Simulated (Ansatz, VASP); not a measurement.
## Te3As4 in VASP and in Ansatz

```
CELL_PARAMETERS angstrom
5.82487 0.00000 0.00000
0.00000 5.82487 0.00000
0.00000 0.00000 5.82487
ATOMIC_POSITIONS crystal
Te 0.00000 0.00000 0.50000
Te 0.50000 0.00000 0.00000
Te 0.00000 0.50000 0.00000
As 0.33026 0.66974 0.33026
As 0.66974 0.33026 0.33026
As 0.33026 0.33026 0.66974
As 0.66974 0.66974 0.66974
```

Change from the starting cell: species swapped into the Sn3As4 type (P-43m, No. 215).

Alike in both runs: functional PBE; k mesh 4 × 4 × 4; occupations gaussian, width 0.1 eV; no spin polarisation.

Ansatz relaxed the structure, and its values are those at the end. VASP's run is a single point on that final structure, the one shown.

|  | VASP | Ansatz |
| --- | --- | --- |
| version | VASP 6.6.1 | Ansatz 0.2.0 |
| potentials or method | VASP PAW PBE potentials, release 64 (Te, As), cutoff 500 eV | scalar-relativistic, plane waves, PAW |
| valence electrons in the cell | 38 | 108 |

```tsv
	VASP	Ansatz	Ansatz less VASP
gap on the k mesh at the Fermi level (eV)	none	none	-
pressure (GPa)	0.2	0.2	-0.02
rms of the force components (eV/Å)	0.025	0.023	-0.0029
```

A gap of «none» marks a metal or a gap that the smearing closes. The functional is the same, so the differences come from potentials, cutoffs and numerics. VASP's potentials hold 38 valence electrons a cell and Ansatz's 108, so a difference there can come from the potentials and not from the codes.

Neither program's run includes spin-orbit coupling.
